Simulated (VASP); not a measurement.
Set up this calculation in VASP 6.6.1, as the native input.

```yaml
Task: single point
Functional: PBE
Potentials_or_basis: VASP PAW PBE potentials, release 64 (Hg, Te)
Cutoff: 520 eV
k_mesh: 16 × 16 × 16
Occupations: gaussian, width 0.15 eV
Spin: no spin polarisation
Dipole_correction: no
Further_INCAR_settings: ALGO = Normal; EDIFF = 1e-06; NBANDS = 16
```

The structure of HgTe lies in POSCAR:

```
HgTe
1.0
    0.0000000000      3.1585581823      3.3247980866
    3.1585581823      0.0000000000      3.3247980866
    3.1585581823      3.1585581823      0.0000000000
Hg Te
1 1
Direct
    0.0000000000      0.0000000000      0.0000000000
    0.7500000000      0.7500000000      0.7500000000
```

This cell differs from its parent crystal: strain -0.050 along x and y, +0.000 along z.

These files were run (other wordings do the same):

INCAR

```
PREC     = Accurate       # precision mode
ENCUT    = 520            # plane-wave cutoff, eV
EDIFF    = 1E-6           # SCF threshold, eV
ISMEAR   = 0              # smearing method
SIGMA    = 0.15           # smearing width, eV
LREAL    = F              # projectors in reciprocal space
LASPH    = T              # aspherical terms in the spheres
NELM     = 100            # most SCF steps
ALGO     = Normal         # electronic algorithm
ISIF     = 2              # what is computed and relaxed
LWAVE    = F              # write WAVECAR
LCHARG   = F              # write CHGCAR
GGA      = PE             # functional
NBANDS   = 16             # bands
```

KPOINTS

```
regular mesh
0
Gamma
  16 16 16
```

Potentials or basis: VASP PAW PBE potentials, release 64 (Hg, Te).

The run is started by

```bash
$ cat potpaw_PBE.64/Hg/POTCAR potpaw_PBE.64/Te/POTCAR > POTCAR
$ mpirun -np 1 vasp_std > vasp.out
```

It gave:

```
Pressure               : 4.6 GPa
Band gap on the k mesh : zero (filled and empty bands touch)
```

Caveat: the cell differs from its parent crystal (strain -0.050 along x and y, +0.000 along z); spin-orbit coupling is left out, which moves the levels of the heavy elements.

Wall time 2.1 min on 1 thread of Intel(R) Xeon(R) 6975P-C (Granite Rapids) (shared host), peak memory 0.5 GiB.
